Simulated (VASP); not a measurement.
Here is a VASP 6.6.1 calculation.

File INCAR:

```
SYSTEM = ZnO
PREC = Accurate ; ENCUT = 600
EDIFF = 1E-7 ; ISMEAR = -1
SIGMA = 0.02 ; LREAL = .False.
LASPH = .True. ; NELM = 80
ALGO = Normal ; ISIF = 3
LWAVE = .False. ; LCHARG = .False.
GGA = PS ; IBRION = 2
NSW = 80 ; EDIFFG = -0.005
```

Contents of KPOINTS:

```
regular mesh
0
Gamma
  12 12 4
  0 0 0
```

Contents of POSCAR:

```
ZnO
1.0
    3.2793887296      0.0000000000      0.0000000000
   -1.6396943649      2.8400339487      0.0000000000
    0.0000000000      0.0000000000      5.2939075206
Zn O
2 2
Direct
    0.3333333333      0.6666666667     -0.0020276136
    0.6666666667      0.3333333333      0.4979723864
    0.3333333333      0.6666666667      0.3770276136
    0.6666666667      0.3333333333      0.8770276136
```

Potentials or basis: VASP PAW PBE potentials, release 64 (Zn, O).

Launch:

```console
$ cat potpaw_PBE.64/Zn/POTCAR potpaw_PBE.64/O/POTCAR > POTCAR
$ mpirun -np 1 vasp_std > vasp.out
```

Problem. Predict the relaxed volume.

Solution. 11.84 Å³/atom.

Problem. Predict the relaxed cell.

Solution. a = 3.236 Å, b = 3.236 Å, c = 5.223 Å, α = 90.00°, β = 90.00°, γ = 120.00°.

Problem. Estimate the space group after relaxing (to 0.05 Å).

Solution. P6_3mc (No. 186).

Problem. What does it give for the band gap on the k mesh?

Solution. 0.68 eV, direct.

Forces in eV/Å, atoms in the order of the input:
```
Zn   0.000  0.000  0.004
Zn   0.000  0.000  0.004
O    0.000  0.000 -0.004
O    0.000  0.000 -0.004
```

Caveat: the PAW data sets were made with another functional, which shifts forces and pressure a little. Expect the measured gap to be larger: semilocal functionals such as PBEsol lack the derivative discontinuity.
